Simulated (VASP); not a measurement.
# Y2Os (Fd-3m) in VASP: further runs

Runs on Y2Os. Level: PBE. Tasks: single point, relaxation of cell and atoms.

Program: VASP 6.6.1. These are calculated values, not measurements. Logs are shortened: lines on timing, memory, paths and dates and some standing lists are left out, and cuts for length are marked.

**1. The cell of the first run**

The structure is cubic, space group Fd-3m (No. 227). Conventional cell: a = 8.136 Å, b = 8.136 Å, c = 8.136 Å, α = 90.00°, β = 90.00°, γ = 90.00°. Within 3.8 Å of Y (site symmetry -3m) lie 6 Y at 2.88 Å and 6 Os at 3.37 Å. Os (site symmetry -43m) has 12 Y at 3.37 Å and 4 Os at 3.52 Å within 4.4 Å.

**2. Single point, PBE**

The input, INCAR:

```
SYSTEM = Y2Os
  PREC = Accurate
  ENCUT = 520
  EDIFF = 1E-6
  ISMEAR = 0
  SIGMA = 0.1
  LREAL = .False.
  LASPH = .True.
  NELM = 80
  ALGO = Normal
  ISIF = 2
  LWAVE = .False.
  LCHARG = .True.
  GGA = PE
  LELF = .True.
  LVHAR = .True.
  NBANDS = 39
```

The input, KPOINTS:

```
Automatic mesh
0
Gamma
  4 4 4
  0 0 0
```

The input, POSCAR:

```
Y2Os
1.0
    0.0000000000      4.0680664410      4.0680664410
    4.0680664410      0.0000000000      4.0680664410
    4.0680664410      4.0680664410      0.0000000000
Y Os
4 2
Direct
    0.6250000000      0.6250000000      0.6250000000
    0.1250000000      0.6250000000      0.6250000000
    0.6250000000      0.6250000000      0.1250000000
    0.6250000000      0.1250000000      0.6250000000
    0.0000000000      0.0000000000      0.0000000000
    0.2500000000      0.2500000000      0.2500000000
```

Potentials or basis: VASP PAW PBE potentials, release 64 (Y_sv, Os).

Run with:

```
> cat potpaw_PBE.64/Y_sv/POTCAR potpaw_PBE.64/Os/POTCAR > POTCAR
> mpirun -np 1 vasp_std > vasp.out
```

OUTCAR:

```text
SYSTEM = Y2Os
   PREC = Accurate
   ENCUT = 520
   EDIFF = 1E-6
   ISMEAR = 0
   LREAL = .False.
   LASPH = .True.
   NELM = 80
   ISIF = 2
   GGA = PE

 ion  position               nearest neighbor table
   1  0.625  0.625  0.625-   2 2.88   3 2.88   4 2.88   3 2.88   4 2.88   2 2.88   6 3.37   5 3.37
                             6 3.37   5 3.37   6 3.37   5 3.37
   2  0.125  0.625  0.625-   1 2.88   3 2.88   4 2.88   1 2.88   3 2.88   4 2.88   5 3.37   6 3.37
                             5 3.37   6 3.37   6 3.37   5 3.37
   3  0.625  0.625  0.125-   1 2.88   1 2.88   2 2.88   4 2.88   4 2.88   2 2.88   6 3.37   5 3.37
                             6 3.37   5 3.37   6 3.37   5 3.37
   4  0.625  0.125  0.625-   1 2.88   3 2.88   1 2.88   2 2.88   3 2.88   2 2.88   6 3.37   5 3.37
                             6 3.37   5 3.37   6 3.37   5 3.37
   5  0.000  0.000  0.000-   3 3.37   4 3.37   2 3.37   3 3.37   1 3.37   2 3.37   4 3.37   1 3.37
                             1 3.37   2 3.37   3 3.37   4 3.37
   6  0.250  0.250  0.250-   1 3.37   2 3.37   4 3.37   2 3.37   3 3.37   3 3.37   4 3.37   2 3.37
                             3 3.37   1 3.37   4 3.37   1 3.37

  LATTYP: Found a face centered cubic cell.
 ALAT       =     8.1361328820

  Lattice vectors:

 A1 = (   0.0000000000,   4.0680664410,   4.0680664410)
 A2 = (   4.0680664410,   0.0000000000,   4.0680664410)
 A3 = (   4.0680664410,   4.0680664410,   0.0000000000)

Analysis of symmetry for initial positions (statically):
=====================================================================
 Subroutine PRICEL returns:
 Original cell was already a primitive cell.

 Routine SETGRP: Setting up the symmetry group for a
 face centered cubic supercell.

 Subroutine GETGRP returns: Found 48 space group operations
 (whereof 24 operations were pure point group operations)
 out of a pool of 48 trial point group operations.

The static configuration has the point symmetry T_d .
 The point group associated with its full space group is O_h .

Analysis of symmetry for dynamics (positions and initial velocities):
=====================================================================
 Subroutine PRICEL returns:
 Original cell was already a primitive cell.

 Routine SETGRP: Setting up the symmetry group for a
 face centered cubic supercell.

 Subroutine GETGRP returns: Found 48 space group operations
 (whereof 24 operations were pure point group operations)
 out of a pool of 48 trial point group operations.

The dynamic configuration has the point symmetry T_d .
 The point group associated with its full space group is O_h .

 Subroutine INISYM returns: Found 48 space group operations
 (whereof 24 operations are pure point group operations),
 and found     1 'primitive' translations

----------------------------------------------------------------------------------------

                                     Primitive cell

  volume of cell :     134.6462

  direct lattice vectors                    reciprocal lattice vectors
     0.000000000  4.068066441  4.068066441    -0.122908514  0.122908514  0.122908514
     4.068066441  0.000000000  4.068066441     0.122908514 -0.122908514  0.122908514
     4.068066441  4.068066441  0.000000000     0.122908514  0.122908514 -0.122908514

  length of vectors
     5.753114733  5.753114733  5.753114733     0.212883790  0.212883790  0.212883790

  position of ions in fractional coordinates (direct lattice)
     0.625000000  0.625000000  0.625000000
     0.125000000  0.625000000  0.625000000
     0.625000000  0.625000000  0.125000000
     0.625000000  0.125000000  0.625000000
     0.000000000  0.000000000  0.000000000
     0.250000000  0.250000000  0.250000000

  ion indices of the primitive-cell ions
   primitive index   ion index
                 1           1
                 2           2
                 3           3
                 4           4
                 5           5
                 6           6

----------------------------------------------------------------------------------------

 KPOINTS: Automatic mesh

Automatic generation of k-mesh.
 Grid dimensions read from file:
 generate k-points for:    4    4    4

 Generating k-lattice:

  Cartesian coordinates                     Fractional coordinates (reciprocal lattice)
    -0.030727128  0.030727128  0.030727128     0.250000000  0.000000000  0.000000000
     0.030727128 -0.030727128  0.030727128     0.000000000  0.250000000  0.000000000
     0.030727128  0.030727128 -0.030727128     0.000000000  0.000000000  0.250000000

  Length of vectors
     0.053220948  0.053220948  0.053220948

  Shift w.r.t. Gamma in fractional coordinates (k-lattice)
     0.000000000  0.000000000  0.000000000

 Subroutine IBZKPT returns following result:
 ===========================================

 Found      8 irreducible k-points:

 Following reciprocal coordinates:
            Coordinates               Weight
  0.000000  0.000000  0.000000      1.000000
  0.250000  0.000000  0.000000      8.000000
  0.500000  0.000000  0.000000      4.000000
  0.250000  0.250000  0.000000      6.000000
  0.500000  0.250000  0.000000     24.000000
 -0.250000  0.250000  0.000000     12.000000
  0.500000  0.500000  0.000000      3.000000
 -0.250000  0.500000  0.250000      6.000000
   k-points           NKPTS =      8   k-points in BZ     NKDIM =      8   number of bands    NBANDS=     39
   number of dos      NEDOS =    301   number of ions     NIONS =      6
   total plane-waves  NPLWV = 110592
   dimension x,y,z NGX =    48 NGY =   48 NGZ =   48
   dimension x,y,z NGXF=    96 NGYF=   96 NGZF=   96
   ions per type =               4   2
   NGX,Y,Z   is equivalent  to a cutoff of  13.87, 13.87, 13.87 a.u.
   NGXF,Y,Z  is equivalent  to a cutoff of  27.74, 27.74, 27.74 a.u.
 SYSTEM =  Y2Os
   PREC   = accura    normal or accurate (medium, high low for compatibility)
   ISTART =      0    job   : 0-new  1-cont  2-samecut
   ICHARG =      2    charge: 1-file 2-atom 10-const
   ISPIN  =      1    spin polarized calculation?
   LNONCOLLINEAR =      F non collinear calculations
   LSORBIT =      F    spin-orbit coupling
   LASPH  =      T    aspherical Exc in radial PAW
   ENCUT  =  520.0 eV  38.22 Ry    6.18 a.u.  10.70 10.70 10.70*2*pi/ulx,y,z
   NELM   =     80;   NELMIN=  2; NELMDL= -5     # of ELM steps
   EDIFF  = 0.1E-05   stopping-criterion for ELM
   LREAL  =      F    real-space projection
   EDIFFG = 0.1E-04   stopping-criterion for IOM
   NSW    =      0    number of steps for IOM
   IBRION =     -1    ionic relax: 0-MD 1-quasi-New 2-CG
   NFREE  =      0    steps in history (QN), initial steepest desc. (CG)
   ISIF   =      2    stress and relaxation
   ISYM   =      2    0-nonsym 1-usesym 2-fastsym
   POTIM  = 0.5000    time-step for ionic-motion
   TEBEG  =    0.0;   TEEND  =   0.0 temperature during run
   PSTRESS=    0.0 pullay stress
   NELECT =      60.0000    total number of electrons
   NUPDOWN=      -1.0000    fix difference up-down
   EMIN   =  10.00;   EMAX   =-10.00  energy-range for DOS
   EFERMI =   0.00;   METHOD = LEGACY
   ISMEAR =     0;   SIGMA  =   0.10  broadening in eV -4-tet -1-fermi 0-gaus
   EFERMI_NEDOS =   21; number of points for ismear=-14 and -15
   IALGO  =     38    algorithm
   IMIX   =      4    mixing-type and parameters
     AMIX     =   0.40;   BMIX     =  1.00
     AMIX_MAG =   1.60;   BMIX_MAG =  1.00
  volume/ion in A,a.u.               =      22.44       151.44
  Fermi-wavevector in a.u.,A,eV,Ry     =   1.250433  2.362976 21.273846  1.563584
  Thomas-Fermi vector in A             =   2.384428
   LORBIT       =      0    0 simple, 1 ext, 2 COOP (PROOUT), +10 PAW based schemes
   GGA     = PE    functional components
   LHFCALC =     F    Hartree Fock is set to
   AEXX    =    0.0000 exact exchange contribution
   IVDW    =     0    specifies the selected vdW correction
   LEPSILON=     F    determine dielectric tensor
   LRPA    =     F    only Hartree local field effects (RPA)
 non-spin polarized calculation
 Gauss-broadening in eV      SIGMA  =   0.10
  energy-cutoff  :      520.00
  volume of cell :      134.65
 maximum number of plane-waves:      3695
 NGX is ok and might be reduce to    48
   NGX = 21   NGY = 21   NGZ = 21

 number of electron      60.0000003 magnetization

 Free energy of the ion-electron system (eV)
  ---------------------------------------------------
  ext. energy  EPLUGINS =         0.00000000
  ---------------------------------------------------
  free energy    TOTEN  =       -41.38678327 eV

  energy without entropy =      -41.35739735  energy(sigma->0) =      -41.37209031

 E-fermi :   4.4525     XC(G=0): -11.1180

 val. band max:        4.4215942355   @ k =   0.5000   0.0000   0.0000
 cond. band min:       4.5262277502   @ k =   0.5000   0.5000   0.0000
 fundamental gap:      0.1046335147
 Fermi energy:         4.4524877050

 k-point     1 :       0.0000    0.0000    0.0000
  band No.  band energies     occupation
      1     -38.0553      2.00000
      2     -37.5268      2.00000
      3     -37.5268      2.00000
      4     -37.5268      2.00000
      5     -20.0057      2.00000
      6     -18.5499      2.00000
[... 31 lines left out ...]
     38       9.2288      0.00000
     39       9.2288      0.00000

 k-point     2 :       0.2500    0.0000    0.0000
  band No.  band energies     occupation
      1     -38.0027      2.00000
      2     -37.5857      2.00000
      3     -37.5271      2.00000
      4     -37.5271      2.00000
      5     -19.7753      2.00000
      6     -18.4831      2.00000
[... 241 lines left out ...]
     38       6.8195      0.00000
     39       6.8747      0.00000

 k-point     8 :      -0.2500    0.5000    0.2500
  band No.  band energies     occupation
      1     -37.7989      2.00000
      2     -37.7989      2.00000
      3     -37.5282      2.00000
      4     -37.5282      2.00000
      5     -18.9124      2.00000
      6     -18.9124      2.00000
[... 31 lines left out ...]
     38       6.7113      0.00000
     39       7.2201      0.00000

------------------------ aborting loop because EDIFF is reached ----------------------------------------

  FORCE on cell =-STRESS in cart. coord.  units (eV):
  Direction    XX          YY          ZZ          XY          YZ          ZX
  --------------------------------------------------------------------------------------
  -------------------------------------------------------------------------------------
  Total        0.8297994      0.8297994      0.8297994      0.0000000      0.0000000     -0.0000000
  in kB        9.8739197      9.8739197      9.8739197      0.0000000      0.0000000     -0.0000000
  external PRESSURE =       9.8739197 kB  Pullay stress =       0.0000000 kB

 VOLUME and BASIS-vectors are now :
 -----------------------------------------------------------------------------
  energy-cutoff  :      520.00
  volume of cell :      134.65
      direct lattice vectors                 reciprocal lattice vectors
     0.000000000  4.068066441  4.068066441    -0.122908514  0.122908514  0.122908514
     4.068066441  0.000000000  4.068066441     0.122908514 -0.122908514  0.122908514
     4.068066441  4.068066441  0.000000000     0.122908514  0.122908514 -0.122908514

 POSITION                                       TOTAL-FORCE (eV/Angst)
 -----------------------------------------------------------------------------------
      5.08508      5.08508      5.08508         0.000000      0.000000      0.000000
      5.08508      3.05105      3.05105         0.000000      0.000000      0.000000
      3.05105      3.05105      5.08508         0.000000      0.000000      0.000000
      3.05105      5.08508      3.05105         0.000000      0.000000      0.000000
      0.00000      0.00000      0.00000        -0.000000     -0.000000     -0.000000
      2.03403      2.03403      2.03403         0.000000      0.000000      0.000000
 -----------------------------------------------------------------------------------
    total drift:                                0.000000      0.000000     -0.000000

  FREE ENERGIE OF THE ION-ELECTRON SYSTEM (eV)
  ---------------------------------------------------
  free  energy   TOTEN  =       -41.3867832720 eV

  energy  without entropy=      -41.3573973540  energy(sigma->0) =      -41.37209031
```

Wall time 59 s (1 thread of Intel Xeon 6975P-C (Granite Rapids), shared host); peak memory 0.34 GiB.

What came out:

| Item | Value |
| --- | --- |
| Free energy | -41.3868 eV |
| Pressure | 1.0 GPa |
| Band gap on the k mesh | zero (band 30 reaches 4.54 eV, above the bottom of band 31 at 3.84 eV) |

Caveat: spin-orbit coupling is left out, which moves the levels of the heavy elements.

(Part 1 of 2 ends here.)
